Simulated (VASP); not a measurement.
# LiH (Fm-3m) in VASP: a series of runs, part 2 of 2

VASP 6.6.1. Earlier steps stand in the parts before.

**4. Single point, PBEsol**

This run uses another cell than the first one: it holds 12 atoms, not 2.

Contents of INCAR:

```
SYSTEM = LiH
PREC = Accurate
ENCUT = 520
EDIFF = 1E-6
ISMEAR = 0
SIGMA = 0.05
LREAL = .False.
LASPH = .True.
NELM = 100
ALGO = Normal
ISIF = 2
LWAVE = .False.
LCHARG = .True.
GGA = PS
LELF = .True.
LVHAR = .True.
NBANDS = 24
```

Contents of KPOINTS:

```
regular mesh
0
Gamma
  9 9 2
  0 0 0
```

Contents of POSCAR:

```
LiH
1.0
    1.9895719486     -1.9895719486      0.0000000000
    1.9895719486      0.0000000000     -1.9895719486
    7.9582877942      7.9582877942      7.9582877942
Li H
6 6
Direct
    1.0000000000      0.0000000000      0.5000000000
    0.3333333333      0.3333333333      0.3333333333
    0.6666666667      0.6666666667      0.6666666667
    1.0000000000      1.0000000000      0.0000000000
    0.3333333333      0.3333333333      0.8333333333
    0.6666666667      0.6666666667      0.1666666667
    0.6666666667      0.6666666667      0.4166666667
    0.0000000000      0.0000000000      0.2500000000
    0.3333333333      0.3333333333      0.5833333333
    0.6666666667      0.6666666667      0.9166666667
    1.0000000000      1.0000000000      0.7500000000
    0.3333333333      0.3333333333      0.0833333333
```

Potentials or basis: VASP PAW PBE potentials, release 64 (Li_sv, H).

Command:

```console
$ cat potpaw_PBE.64/Li_sv/POTCAR potpaw_PBE.64/H/POTCAR > POTCAR
$ mpirun -np 1 vasp_std > vasp.out
```

OUTCAR:

```text
SYSTEM = LiH
   PREC = Accurate
   ENCUT = 520
   EDIFF = 1E-6
   ISMEAR = 0
   LREAL = .False.
   LASPH = .True.
   NELM = 100
   ISIF = 2
   GGA = PS

 ion  position               nearest neighbor table
   1  0.000  0.000  0.500-
   2  0.333  0.333  0.333-
   3  0.667  0.667  0.667-
   4  0.000  0.000  0.000-
   5  0.333  0.333  0.833-
   6  0.667  0.667  0.167-
   7  0.667  0.667  0.417-
   8  0.000  0.000  0.250-
   9  0.333  0.333  0.583-
  10  0.667  0.667  0.917-
  11  0.000  0.000  0.750-
  12  0.333  0.333  0.083-

  LATTYP: Found a hexagonal cell.
 ALAT       =     2.8136796330
 C/A-ratio  =     4.8989794854

  Lattice vectors:

 A1 = (  -1.9895719486,   0.0000000000,   1.9895719486)
 A2 = (   1.9895719486,  -1.9895719486,   0.0000000000)
 A3 = (   7.9582877942,   7.9582877942,   7.9582877942)

Analysis of symmetry for initial positions (statically):
=====================================================================
 Subroutine PRICEL returns following result:

  LATTYP: Found a face centered cubic cell.
 ALAT       =     3.9791438977

  Lattice vectors:

 A1 = (  -1.9895719490,  -1.9895719488,  -0.0000000002)
 A2 = (  -0.0000000012,  -1.9895719492,   1.9895719480)
 A3 = (  -1.9895719486,   0.0000000000,   1.9895719486)

   6 primitive cells build up your supercell.

 Routine SETGRP: Setting up the symmetry group for a
 hexagonal supercell.

 Subroutine GETGRP returns: Found 12 space group operations
 (whereof 12 operations were pure point group operations)
 out of a pool of 24 trial point group operations.
[... 146 lines left out ...]
  Fermi-wavevector in a.u.,A,eV,Ry     =   1.036713  1.959103 14.623184  1.074774
  Thomas-Fermi vector in A             =   2.171117
   LORBIT       =      0    0 simple, 1 ext, 2 COOP (PROOUT), +10 PAW based schemes
   GGA     = PS    functional components
   LHFCALC =     F    Hartree Fock is set to
   AEXX    =    0.0000 exact exchange contribution
   IVDW    =     0    specifies the selected vdW correction
   LEPSILON=     F    determine dielectric tensor
   LRPA    =     F    only Hartree local field effects (RPA)
 non-spin polarized calculation
 Gauss-broadening in eV      SIGMA  =   0.05
  energy-cutoff  :      520.00
  volume of cell :       94.51
 maximum number of plane-waves:      2557
 NGX is ok and might be reduce to    24

 number of electron      24.0000000 magnetization

 Free energy of the ion-electron system (eV)
  ---------------------------------------------------
  ext. energy  EPLUGINS =         0.00000000
  ---------------------------------------------------
  free energy    TOTEN  =       -36.72270214 eV

  energy without entropy =      -36.72270214  energy(sigma->0) =      -36.72270214

 E-fermi :   0.5674     XC(G=0):  -8.6825

 val. band max:        0.1875384743   @ k =  -0.4444   0.1111  -0.0000
 cond. band min:       3.2205390948   @ k =  -0.4444   0.1111  -0.0000
 fundamental gap:      3.0330006205
 Fermi energy:         0.5674103152

 k-point     1 :       0.0000    0.0000    0.0000
  band No.  band energies     occupation
      1     -43.4228      2.00000
      2     -43.4093      2.00000
      3     -43.4093      2.00000
      4     -43.3823      2.00000
      5     -43.3823      2.00000
      6     -43.3686      2.00000
[... 637 lines left out ...]
     23       7.3277      0.00000
     24       7.3277      0.00000

------------------------ aborting loop because EDIFF is reached ----------------------------------------

  FORCE on cell =-STRESS in cart. coord.  units (eV):
  Direction    XX          YY          ZZ          XY          YZ          ZX
  --------------------------------------------------------------------------------------
  -------------------------------------------------------------------------------------
  Total       -0.0937915     -0.0937915     -0.0937915     -0.0000962     -0.0000962     -0.0000962
  in kB       -1.5900613     -1.5900613     -1.5900613     -0.0016305     -0.0016305     -0.0016305
  external PRESSURE =      -1.5900613 kB  Pullay stress =       0.0000000 kB

 VOLUME and BASIS-vectors are now :
 -----------------------------------------------------------------------------
  energy-cutoff  :      520.00
  volume of cell :       94.51
      direct lattice vectors                 reciprocal lattice vectors
     1.989571949 -1.989571949  0.000000000     0.167540226 -0.335080451  0.167540226
     1.989571949  0.000000000 -1.989571949     0.167540226  0.167540226 -0.335080451
     7.958287794  7.958287794  7.958287794     0.041885056  0.041885056  0.041885056

 POSITION                                       TOTAL-FORCE (eV/Angst)
 -----------------------------------------------------------------------------------
      3.97914      3.97914      3.97914         0.000000     -0.000000     -0.000000
      3.97914      1.98957      1.98957         0.000000      0.000000      0.000000
      7.95829      3.97914      3.97914        -0.000000     -0.000000     -0.000000
      0.00000      0.00000      0.00000        -0.000000     -0.000000     -0.000000
      7.95829      5.96872      5.96872         0.000000      0.000000     -0.000000
      3.97914      0.00000      0.00000         0.000000     -0.000000      0.000000
      5.96872      1.98957      1.98957         0.000000      0.000000      0.000000
      1.98957      1.98957      1.98957         0.000000      0.000000      0.000000
      5.96872      3.97914      3.97914        -0.000000      0.000000      0.000000
      9.94786      5.96872      5.96872         0.000000     -0.000000      0.000000
      5.96872      5.96872      5.96872         0.000000      0.000000      0.000000
      1.98957     -0.00000     -0.00000         0.000000      0.000000      0.000000
 -----------------------------------------------------------------------------------
    total drift:                                0.000000      0.000000      0.000000

  FREE ENERGIE OF THE ION-ELECTRON SYSTEM (eV)
  ---------------------------------------------------
  free  energy   TOTEN  =       -36.7227021434 eV

  energy  without entropy=      -36.7227021434  energy(sigma->0) =      -36.72270214
```

Run time: 36 s. Hardware: 1 thread of Intel Xeon Platinum 8559C (Emerald Rapids), shared host; peak memory 0.23 GiB.

Results:

* Free energy: -36.7227 eV
* Band gap on the k mesh: 3.03 eV

Caveat: the cutoff is under 1.25 times the usual one of these potentials, so pressure, stress and relaxed cells hold a basis-set (Pulay) error; the PAW data sets were made with another functional, which shifts forces and pressure a little.

**5. Single point, PBEsol**

This run uses another cell than the first one: it holds 16 atoms, not 2.

Contents of INCAR:

```
PREC = Accurate ; ENCUT = 520
EDIFF = 1E-6 ; ISMEAR = 0
SIGMA = 0.05 ; LREAL = Auto
LASPH = T ; NELM = 80
ALGO = Normal ; ISIF = 2
LWAVE = F ; LCHARG = F
GGA = PS ; NBANDS = 30
```

Contents of KPOINTS:

```
Automatic mesh
0
Gamma
  6 8 2
```

Contents of POSCAR:

```
LiH
1.0
    3.9791438971      0.0000000000      0.0000000000
    0.0000000000      1.9895719486     -1.9895719486
    0.0000000000      7.9582877942      7.9582877942
Li H
8 8
Direct
    0.0000000000      0.0000000000      0.2500000000
    0.5000000000      0.5000000000      0.3750000000
    0.0000000000      0.0000000000      0.5000000000
    0.5000000000      0.5000000000      0.6250000000
    0.0000000000      0.0000000000      0.7500000000
    0.5000000000      0.5000000000      0.8750000000
    0.0000000000      0.0000000000      0.0000000000
    0.5000000000      0.5000000000      0.1250000000
    0.5000000000      0.0000000000      0.2500000000
    0.0000000000      0.5000000000      0.3750000000
    0.5000000000      0.0000000000      0.5000000000
    0.0000000000      0.5000000000      0.6250000000
    0.5000000000      0.0000000000      0.7500000000
    0.0000000000      0.5000000000      0.8750000000
    0.5000000000      0.0000000000      0.0000000000
    0.0000000000      0.5000000000      0.1250000000
```

Command:

```console
$ cat potpaw_PBE.64/Li_sv/POTCAR potpaw_PBE.64/H/POTCAR > POTCAR
$ mpirun -np 1 vasp_std > vasp.out
```

Wall time 1.7 min (1 thread of Intel Xeon Platinum 8559C (Emerald Rapids), shared host); peak memory 0.26 GiB.

The run converged. Its results:

| Item | Value |
| --- | --- |
| Free energy | -48.9570 eV |
| Band gap on the k mesh | 2.73 eV |

Levels at points of the mesh, in eV from the valence-band top:
```
           k point  band 14  band 15  band 16  band 17  band 18  band 19
(0.00, 0.00, 0.00)    -0.56    -0.56     0.00     2.73     3.89     3.89
(0.50, 0.00, 0.00)    -3.52    -2.77    -2.77     4.75     4.75     7.27
(0.00, 0.50, 0.00)    -1.86     0.00     0.00     2.73     2.73     5.87
(0.50, 0.50, 0.00)    -1.82    -0.25    -0.25     4.75     4.75     4.90
(0.00, 0.00, 0.50)    -1.55    -0.10    -0.10     3.02     3.02     5.35
(0.50, 0.00, 0.50)    -3.02    -3.02    -3.02     5.45     5.45     5.45
(0.00, 0.50, 0.50)    -0.79    -0.79    -0.79     3.87     3.87     3.87
(0.50, 0.50, 0.50)    -0.84    -0.84    -0.84     4.80     4.80     4.80
```

Caveat: the cutoff is under 1.25 times the usual one of these potentials, so pressure, stress and relaxed cells hold a basis-set (Pulay) error; the PAW data sets were made with another functional, which shifts forces and pressure a little.

**6. The runs side by side**

```tsv
task	cell	k mesh	cutoff (eV)	smearing	gap on the mesh (eV)
single point	a = 2.814 Å, angles 60.0°, 2 atoms	10 × 10 × 10	520	gaussian 0.02 eV	2.73
relaxation of cell and atoms	relaxed from a = 2.874 Å, angles 60.0°, 2 atoms	10 × 10 × 10	600	gaussian 0.02 eV	2.72
single point	a = 2.814, b = 2.814, c = 13.784 Å, angles 90.0, 90.0, 60.0°, 12 atoms	9 × 9 × 2	520	gaussian 0.05 eV	3.03
single point	a = 3.979, b = 2.814, c = 11.255 Å, 16 atoms	6 × 8 × 2	520	gaussian 0.05 eV	2.73
```

Alike in all rows: level PBEsol; potentials or basis VASP PAW PBE potentials, release 64 (Li_sv, H); no spin polarisation.

Caveats: the cutoff is under 1.25 times the usual one of these potentials, so pressure, stress and relaxed cells hold a basis-set (Pulay) error; the PAW data sets were made with another functional, which shifts forces and pressure a little.

Total energies depend on the potentials used, so only differences within one code and one set of settings carry meaning.
